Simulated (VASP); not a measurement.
Runs of VASP 6.6.1 on MgS. The structure is that of space group Fmmm (No. 69), or close to it. The cells are those of the table. 

```tsv
cell	gap on the mesh (eV)	pressure (GPa)
a = 3.820, b = 3.544, c = 3.690 Å, angles 63.7, 56.3, 60.0°, 2 atoms	2.16	-0.7
a = 3.478, b = 3.892, c = 3.702 Å, angles 54.5, 65.5, 60.0°, 2 atoms	2.25	(b)
a = 3.511, b = 3.856, c = 3.695 Å, angles 55.4, 64.6, 60.0°, 2 atoms	2.18	1.2
a = 3.446, b = 3.928, c = 3.711 Å, angles 53.5, 66.5, 60.0°, 2 atoms	2.34	6.5
a = 3.965, b = 3.415, c = 3.720 Å, angles 67.4, 52.6, 60.0°, 2 atoms	2.40	(a)
```

Alike in all rows: task single point; level LDA; potentials or basis VASP PAW LDA potentials, release 64 (Mg, S); no spin polarisation; k mesh 8 × 8 × 8; cutoff (eV) 520; smearing gaussian 0.05 eV.

Question: Fill in the values left out.

Answer: (a) 10.1; (b) 3.6.

A k mesh can miss the band edges.
